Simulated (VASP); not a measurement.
Input of a VASP 6.6.1 run:

INCAR

```
SYSTEM = GaP
PREC = Accurate
ENCUT = 520
EDIFF = 1E-8
ISMEAR = 0
SIGMA = 0.01
LREAL = .False.
LASPH = .True.
NELM = 60
ALGO = Normal
ISIF = 2
LWAVE = .False.
LCHARG = .False.
GGA = PS
NBANDS = 16
IBRION = 8
NSW = 1
```

KPOINTS

```
Automatic mesh
0
Gamma
  8 8 8
  0 0 0
```

Contents of POSCAR:

```
GaP
1.0
    2.7192641266      2.7192641266      0.0000000000
   -2.7192641266      2.7192641266      0.0000000000
    0.0000000000      2.7192641266      2.7192641266
Ga P
1 1
Direct
    0.0000000000      0.0000000000      0.0000000000
    0.7500000000      0.2500000000      0.5000000000
```

Potentials or basis: VASP PAW PBE potentials, release 64 (Ga_d, P).

Command:

```bash
$ cat potpaw_PBE.64/Ga_d/POTCAR potpaw_PBE.64/P/POTCAR > POTCAR
$ mpirun -np 1 vasp_std > vasp.out
```

(1) What does it give for the highest phonon frequency at Γ, LO-TO splitting left out?

## Answers

(1) 355 cm⁻¹.
